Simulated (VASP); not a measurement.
Here is a VASP 6.6.1 calculation.

Contents of INCAR:

```
SYSTEM = PtS2
PREC = Accurate
ENCUT = 520
EDIFF = 1E-7
ISMEAR = 0
SIGMA = 0.05
LREAL = .False.
LASPH = .True.
NELM = 80
ALGO = Normal
ISIF = 2
LWAVE = .False.
LCHARG = .True.
GGA = PE
LELF = .True.
LVHAR = .True.
NBANDS = 18
```

File KPOINTS:

```
Automatic mesh
0
Gamma
  12 12 8
  0 0 0
```

The input POSCAR:

```
PtS2
1.0
    3.4546194889      0.0000000000      0.0000000000
   -1.7273097444      2.9917882378      0.0000000000
    0.0000000000      0.0000000000      4.7868600000
Pt S
1 2
Direct
    0.0000000000      0.0000000000      0.0000000000
    0.3333333333      0.6666666667      0.2500000000
    0.6666666667      0.3333333333      0.7500000000
```

Potentials or basis: VASP PAW PBE potentials, release 64 (Pt, S).

Run with:

```console
$ cat potpaw_PBE.64/Pt/POTCAR potpaw_PBE.64/S/POTCAR > POTCAR
$ mpirun -np 1 vasp_std > vasp.out
```

Problem. What does it give for the largest force?

Solution. 1.090 eV/Å.

Problem. Predict the pressure.

Solution. 19.0 GPa.

Problem. What does it give for the band gap on the k mesh?

Solution. 0.58 eV, indirect (least direct gap 0.85 eV).

Forces on the atoms (eV/Å):
```
Pt   0.000  0.000  0.000
S    0.000  0.000  1.090
S    0.000  0.000 -1.090
```

Caveat: the cell differs from its parent crystal (strain -0.025 along x and y, -0.050 along z); spin-orbit coupling is left out, which moves the levels of the heavy elements; forces of over 1 eV/Å act on the atoms, so gaps and moduli don't describe the material at rest. A k mesh can miss the band edges.
